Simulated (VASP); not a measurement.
Set up this calculation in VASP 6.6.1, as the native input.

```yaml
Task: single point
Functional: PBE
Potentials_or_basis: VASP PAW PBE potentials, release 64 (N)
Cutoff: 520 eV
k_mesh: 12 × 12 × 12
Occupations: gaussian, width 0.05 eV
Spin: no spin polarisation
Dipole_correction: no
Further_INCAR_settings: ALGO = Normal; EDIFF = 1e-07; NBANDS = 12
```

The structure of N lies in POSCAR:

```
N
1.0
    2.5194737886      0.0000000000      0.0000000000
   -1.2597368943      2.1819283051      0.0000000000
    0.0000000000      0.0000000000      2.4460020000
N
2
Direct
    0.6666666700      0.3333333300      0.2500000000
    0.3333333300      0.6666666700      0.7500000000
```

One way to write it, as run:

INCAR

```
PREC = Accurate ; ENCUT = 520
EDIFF = 1E-7 ; ISMEAR = 0
SIGMA = 0.05 ; LREAL = F
LASPH = T ; NELM = 60
ALGO = Normal ; ISIF = 2
LWAVE = F ; LCHARG = F
GGA = PE ; NBANDS = 12
```

KPOINTS

```
regular mesh
0
Gamma
  12 12 12
```

Potentials or basis: VASP PAW PBE potentials, release 64 (N).

Run with:

```bash
$ cat potpaw_PBE.64/N/POTCAR > POTCAR
$ mpirun -np 1 vasp_std > vasp.out
```

Results of the run:

```json
{"Pressure": "9.9 GPa", "Band gap on the k mesh": "zero (band 5 reaches 8.13 eV, above the bottom of band 6 at 3.18 eV)"}
```

Wall time 6.2 s on 1 thread of Intel(R) Xeon(R) 6975P-C (Granite Rapids), on a shared host, peak memory 0.13 GiB.
